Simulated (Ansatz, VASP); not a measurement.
**C in VASP and in Ansatz**

INCAR

```
PREC = Accurate ; ENCUT = 600
EDIFF = 1E-6 ; ISMEAR = 0
SIGMA = 0.02 ; LREAL = F
LASPH = T ; NELM = 60
ALGO = Normal ; ISIF = 3
LWAVE = F ; LCHARG = F
GGA = PE ; IBRION = 2
NSW = 100 ; EDIFFG = -0.01
```

KPOINTS

```
Automatic mesh
0
Gamma
  14 14 14
```

File POSCAR:

```
C
1.0
    0.0000000000      2.1350558556      4.0204127139
    1.2340343259      0.0000000000      4.0204127139
    1.2340343259      2.1350558556      0.0000000000
C
2
Direct
    0.1666549505      0.8333450495      0.1666549505
    0.8333450495      0.1666549505      0.8333450495
```

Input for Ansatz:

```yaml
crystal:
  lattice:
    - [0.0, 2.1350558556, 4.0204127139]
    - [1.2340343259, 0.0, 4.0204127139]
    - [1.2340343259, 2.1350558556, 0.0]
  atoms:
    - { symbol: C, position: [0.1666549505, 0.8333450495, 0.1666549505] }
    - { symbol: C, position: [0.8333450495, 0.1666549505, 0.8333450495] }
basis:
  ecutwfc: 420
kpoints:
  mp_grid: { grid: [14, 14, 14] }
hamiltonian:
  xc: pbe
scf:
  occupations: { method: gaussian, width: 0.02 }
output:
  forces: true
  stress: true
  eigenvalues: true
relax:
  adjacent_minimum: "off"
  f_tol: 0.01
  max_steps: 80
  cell: { stress_tol: 0.05 }
```

Alike in both runs: task relaxation of cell and atoms; functional PBE; k mesh 14 × 14 × 14; occupations gaussian, width 0.02 eV; no spin polarisation.

|  | VASP | Ansatz |
| --- | --- | --- |
| version | VASP 6.6.1 | Ansatz 0.2.0 |
| potentials or method | VASP PAW PBE potentials, release 64 (C), cutoff 600 eV | scalar-relativistic, plane waves, PAW |
| valence electrons in the cell | 8 | 8 |

Ansatz gave:

```
gap on the k mesh at the Fermi level, each at its own relaxed structure (eV) : 1.04
relaxed volume (Å³/atom)                                                     : 11.35
relaxed cell length with the largest relative difference (Å)                 : 4.483
```

Q: What did VASP give for the same quantities?

A: gap on the k mesh at the Fermi level, each at its own relaxed structure (eV): 0.92; relaxed volume (Å³/atom): 10.59; relaxed cell length with the largest relative difference (Å): 4.206.

One of these differences is far larger than is usual between the two programs; its cause wasn't traced.
